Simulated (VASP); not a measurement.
Input of a VASP 6.6.1 run:

The input INCAR:

```
SYSTEM = Mg
PREC = Accurate ; ENCUT = 520
EDIFF = 1E-7 ; ISMEAR = 0
SIGMA = 0.15 ; LREAL = .FALSE.
LASPH = .TRUE. ; NELM = 100
ALGO = Fast ; ISIF = 2
LWAVE = .FALSE. ; LCHARG = .FALSE.
GGA = PE ; NBANDS = 9
```

The input KPOINTS:

```
regular mesh
0
G
  18 18 10
  0 0 0
```

The input POSCAR:

```
Mg
1.0
    3.2092715325      0.0000000000      0.0000000000
   -1.6046357662      2.7793106748      0.0000000000
    0.0000000000      0.0000000000      5.2103300000
Mg
2
Direct
    0.3037016277      0.7476219920      0.2500000000
    0.6666666667      0.3333333333      0.7500000000
```

Potentials or basis: VASP PAW PBE potentials, release 64 (Mg).

Run with:

```bash
$ cat potpaw_PBE.64/Mg/POTCAR > POTCAR
$ mpirun -np 1 vasp_std > vasp.out
```

Task: Predict the largest force.

Result: 0.163 eV/Å.

Task: Predict the pressure.

Result: -0.4 GPa.

Task: Predict the band gap on the k mesh.

Result: Zero (bands 2 and 3 overlap by 2.22 eV).

Forces in eV/Å, atoms in the order of the input:
```
Mg   0.075 -0.144  0.000
Mg  -0.075  0.144  0.000
```

Caveat: the cell differs from its parent crystal (atom 1 (Mg) moved by (-0.225, +0.225) A along x and y).
